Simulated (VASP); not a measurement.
## Co: single point with PBE

Crystal: Co.

```xyz
1
Lattice="0.0000 1.7055 1.7055 1.7055 0.0000 1.7055 1.7055 1.7055 0.0000" Properties=species:S:1:pos:R:3 pbc="T T T"
Co    0.0000    0.0000    0.0000
```

This isn't the form of Co at room conditions, which is hcp.

```
Program                : VASP 6.6.1
Task                   : single point
Functional             : PBE
Potentials or basis    : VASP PAW PBE potentials, release 64 (Co)
Cutoff                 : 600 eV
k mesh                 : 18 × 18 × 18
Occupations            : fermi-dirac, width 0.1 eV
Spin                   : no spin polarisation
Dipole correction      : no
Further INCAR settings : ALGO = Normal; EDIFF = 1e-06; NBANDS = 10
```

The pressure is 10.2 GPa and the band gap on the k mesh is zero (an odd number of electrons rules out a gap without spin polarisation).

Levels at points of the mesh, in eV from the Fermi level:
| k point | band 1 | band 2 | band 3 | band 4 | band 5 | band 6 | band 7 | band 8 |
| --- | --- | --- | --- | --- | --- | --- | --- | --- |
| (0.00, 0.00, 0.00) | -9.35 | -2.02 | -2.02 | -2.02 | -0.60 | -0.60 | 23.82 | 29.10 |
| (0.50, 0.00, 0.00) | -5.08 | -2.10 | -2.10 | -0.17 | 0.37 | 0.37 | 7.55 | 22.39 |
| (0.50, 0.50, 0.00) | -5.09 | -4.38 | 0.35 | 0.61 | 0.61 | 2.89 | 11.11 | 16.11 |

Run time: 28 s on 1 thread of Intel Xeon 8259CL (shared host), peak memory 0.14 GiB.

Caveat: the cell stands under pressure; the run has no spin polarisation, though such a crystal can be magnetic. Spin polarisation is off, so any magnetic state and its effect on volume and gap are missing.
